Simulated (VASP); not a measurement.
# BN (P6_3/mmc) in VASP: notebook, part 2 of 2

VASP 6.6.1.

### Step 3. Phonons, r2SCAN

The input, INCAR:

```
PREC     = Accurate       # precision mode
ENCUT    = 520            # plane-wave cutoff, eV
EDIFF    = 1E-8           # SCF threshold, eV
ISMEAR   = 0              # smearing method
SIGMA    = 0.01           # smearing width, eV
LREAL    = F              # projectors in reciprocal space
LASPH    = T              # aspherical terms in the spheres
NELM     = 60             # most SCF steps
ALGO     = Normal         # electronic algorithm
ISIF     = 2              # what is computed and relaxed
LWAVE    = F              # write WAVECAR
LCHARG   = F              # write CHGCAR
METAGGA  = R2SCAN         # meta-GGA
LMIXTAU  = T            
NBANDS   = 16             # bands
IBRION   = 6              # ionic algorithm
NFREE    = 2            
POTIM    = 0.015          # step
NSW      = 1              # ionic steps
```

The input, KPOINTS:

```
Automatic mesh
0
Gamma
  10 10 4
```

The input, POSCAR:

```
BN
1.0
    2.5008899493      0.0000000000      0.0000000000
   -1.2504449746      2.1658342282      0.0000000000
    0.0000000000      0.0000000000      6.8871916437
B N
2 2
Direct
    0.3333333333      0.6666666667      0.2500000000
    0.6666666667      0.3333333333      0.7500000000
    0.3333333333      0.6666666667      0.7500000000
    0.6666666667      0.3333333333      0.2500000000
```

Potentials or basis: VASP PAW PBE potentials, release 64 (B, N).

The run is started by

```
cat potpaw_PBE.64/B/POTCAR potpaw_PBE.64/N/POTCAR > POTCAR
mpirun -np 1 vasp_std > vasp.out
```

OUTCAR:

```text
PREC = Accurate
   ENCUT = 520
   EDIFF = 1E-8
   ISMEAR = 0
   LREAL = F
   LASPH = T
   NELM = 60
   ISIF = 2
   METAGGA = R2SCAN
   IBRION = 6
   NFREE = 2
   POTIM = 0.015
   NSW = 1

 ion  position               nearest neighbor table
   1  0.333  0.667  0.250-   4 1.44   4 1.44   4 1.44
   2  0.667  0.333  0.750-   3 1.44   3 1.44   3 1.44
   3  0.333  0.667  0.750-   2 1.44   2 1.44   2 1.44
   4  0.667  0.333  0.250-   1 1.44   1 1.44   1 1.44

  LATTYP: Found a hexagonal cell.
 ALAT       =     2.5008899493
 C/A-ratio  =     2.7538963262

  Lattice vectors:

 A1 = (   2.5008899493,   0.0000000000,   0.0000000000)
 A2 = (  -1.2504449746,   2.1658342282,   0.0000000000)
 A3 = (   0.0000000000,   0.0000000000,   6.8871916437)

Analysis of symmetry for initial positions (statically):
=====================================================================
 Subroutine PRICEL returns:
 Original cell was already a primitive cell.

 Routine SETGRP: Setting up the symmetry group for a
 hexagonal supercell.

 Subroutine GETGRP returns: Found 24 space group operations
 (whereof 12 operations were pure point group operations)
 out of a pool of 24 trial point group operations.

The static configuration has the point symmetry D_3d.
 The point group associated with its full space group is D_6h.

Analysis of symmetry for dynamics (positions and initial velocities):
=====================================================================
 Subroutine PRICEL returns:
 Original cell was already a primitive cell.

 Routine SETGRP: Setting up the symmetry group for a
 hexagonal supercell.

 Subroutine GETGRP returns: Found 24 space group operations
 (whereof 12 operations were pure point group operations)
 out of a pool of 24 trial point group operations.

The dynamic configuration has the point symmetry D_3d.
 The point group associated with its full space group is D_6h.

 Subroutine INISYM returns: Found 24 space group operations
 (whereof 12 operations are pure point group operations),
 and found     1 'primitive' translations

----------------------------------------------------------------------------------------

                                     Primitive cell

  volume of cell :      37.3046

  direct lattice vectors                    reciprocal lattice vectors
     2.500889949  0.000000000  0.000000000     0.399857659  0.230857927  0.000000000
    -1.250444975  2.165834228  0.000000000     0.000000000  0.461715854  0.000000000
     0.000000000  0.000000000  6.887191644     0.000000000  0.000000000  0.145197063

  length of vectors
     2.500889949  2.500889949  6.887191644     0.461715854  0.461715854  0.145197063

  position of ions in fractional coordinates (direct lattice)
     0.333333333  0.666666667  0.250000000
[... 117 lines left out ...]
  volume of cell :       37.30
 maximum number of plane-waves:      1034
 NGX is ok and might be reduce to    20
   NGX =  9   NGY =  9   NGZ = 25

--------------------------------------- Ionic step        1  -------------------------------------------

 number of electron      16.0000000 magnetization

 Free energy of the ion-electron system (eV)
  ---------------------------------------------------
  ext. energy  EPLUGINS =         0.00000000
  ---------------------------------------------------
  free energy    TOTEN  =       -38.59611245 eV

  energy without entropy =      -38.59611245  energy(sigma->0) =      -38.59611245

------------------------ aborting loop because EDIFF is reached ----------------------------------------

  FORCE on cell =-STRESS in cart. coord.  units (eV):
  Direction    XX          YY          ZZ          XY          YZ          ZX
  --------------------------------------------------------------------------------------
  -------------------------------------------------------------------------------------
  Total        0.1651785      0.1651785     -0.0653907      0.0000000     -0.0000000      0.0000000
  in kB        7.0941789      7.0941789     -2.8084353      0.0000000     -0.0000000      0.0000000
  external PRESSURE =       3.7933075 kB  Pullay stress =       0.0000000 kB
[... 291 lines left out ...]
--------------------------------------- Ionic step        9  -------------------------------------------

 number of electron      15.9999999 magnetization

 Free energy of the ion-electron system (eV)
  ---------------------------------------------------
  ext. energy  EPLUGINS =         0.00000000
  ---------------------------------------------------
  free energy    TOTEN  =       -38.59447723 eV

  energy without entropy =      -38.59447723  energy(sigma->0) =      -38.59447723

 E-fermi :   1.8507     XC(G=0): -10.4996

 val. band max:        1.7552845165   @ k =   0.3000   0.3000   0.0000
 cond. band min:       6.6675537189   @ k =   0.5000   0.0000   0.0000
 fundamental gap:      4.9122692024
 Fermi energy:         1.8506852293

 k-point     1 :       0.0000    0.0000    0.0000
  band No.  band energies     occupation
      1     -17.0444      2.00000
      2     -16.8260      2.00000
      3      -4.5042      2.00000
      4      -2.6749      2.00000
      5       0.3905      2.00000
      6       0.3905      2.00000
[... 433 lines left out ...]
      3      -7.1853      2.00000
      4      -7.1443      2.00000
      5      -3.0653      2.00000
      6      -3.0284      2.00000
[... 8 lines left out ...]
     15      17.6867      0.00000
     16      20.1999      0.00000

 [... further k-points ...]

------------------------ aborting loop because EDIFF is reached ----------------------------------------

  FORCE on cell =-STRESS in cart. coord.  units (eV):
  Direction    XX          YY          ZZ          XY          YZ          ZX
  --------------------------------------------------------------------------------------
  -------------------------------------------------------------------------------------
  Total        0.1644371      0.1644371     -0.0687792      0.0000000     -0.0000000     -0.0000000
  in kB        7.0623351      7.0623351     -2.9539678      0.0000000     -0.0000000     -0.0000000
  external PRESSURE =       3.7235675 kB  Pullay stress =       0.0000000 kB
[... 19 lines left out ...]
  FREE ENERGIE OF THE ION-ELECTRON SYSTEM (eV)
  ---------------------------------------------------
  free  energy   TOTEN  =       -38.5944772324 eV

  energy  without entropy=      -38.5944772324  energy(sigma->0) =      -38.59447723

 INTERNAL STRAIN TENSORS FROM DISPLACED ATOMS
 ============================================

 INTERNAL STRAIN TENSOR FOR ION    1 for displacements in x,y,z  (eV/Angst):
          X           Y           Z          XY          YZ          ZX
  --------------------------------------------------------------------------------
  x    -0.00000     0.00000     0.00000   -12.03580     0.00000     0.00000
  y   -12.03580    12.03580    -0.00000     0.00000     0.00000     0.00000
  z    -0.00000     0.00000     0.00000    -0.00000     0.00000    -0.00000

 INTERNAL STRAIN TENSOR FOR ION    4 for displacements in x,y,z  (eV/Angst):
          X           Y           Z          XY          YZ          ZX
  --------------------------------------------------------------------------------
  x     0.00000    -0.00000    -0.00000    12.16625     0.00000     0.00000
  y    12.16625   -12.16625     0.00000    -0.00000     0.00000     0.00000
  z    -0.00000     0.00000    -0.00000    -0.00000     0.00000     0.00000

 Eigenvectors and eigenvalues of the dynamical matrix
 ----------------------------------------------------

   1 f  =   40.930502 THz   257.173930 2PiTHz 1365.294592 cm-1   169.274879 meV
             X         Y         Z           dx          dy          dz
     -0.000000  1.443889  1.721798    -0.238918   -0.474195    0.000000
      1.250445  0.721945  5.165394     0.238918    0.474195    0.000000
     -0.000000  1.443889  5.165394    -0.210113   -0.417025   -0.000000
      1.250445  0.721945  1.721798     0.210113    0.417025    0.000000
[... 71 lines left out ...]
  12 f/i=    0.003465 THz     0.021772 2PiTHz    0.115582 cm-1     0.014330 meV
             X         Y         Z           dx          dy          dz
     -0.000000  1.443889  1.721798    -0.000000   -0.000000    0.466832
      1.250445  0.721945  5.165394    -0.000000   -0.000000    0.466832
     -0.000000  1.443889  5.165394    -0.000000   -0.000000    0.531100
      1.250445  0.721945  1.721798    -0.000000   -0.000000    0.531100

 ELASTIC MODULI CONTR FROM IONIC RELAXATION (kBar)
 Direction    XX          YY          ZZ          XY          YZ          ZX
 --------------------------------------------------------------------------------
 XX        -309.5648    309.5648     -0.0000     -0.0000     -0.0000      0.0000
 YY         309.5648   -309.5648      0.0000     -0.0000      0.0000     -0.0000
 ZZ          -0.0000      0.0000     -0.0000      0.0000      0.0000     -0.0000
 XY          -0.0000     -0.0000      0.0000   -309.5648     -0.0000      0.0000
 YZ          -0.0000      0.0000      0.0000     -0.0000     -0.0000      0.0000
 ZX           0.0000     -0.0000     -0.0000      0.0000      0.0000     -0.0000
 --------------------------------------------------------------------------------
```

It took 30 min on 1 thread of Intel Xeon Platinum 8259CL at 2.50GHz (Skylake/Cascade Lake), shared host; peak memory 0.28 GiB.

Results:

* Highest phonon frequency at Γ, LO-TO splitting left out: 1365 cm⁻¹

Phonon frequencies in cm⁻¹ (negative: imaginary):
```
              q point                                 frequencies
(0.000, 0.000, 0.000)  0 0 0 39 39 93 774 825 1365 1365 1365 1365
```

Caveat: the PAW data sets were made with another functional, which shifts forces and pressure a little.
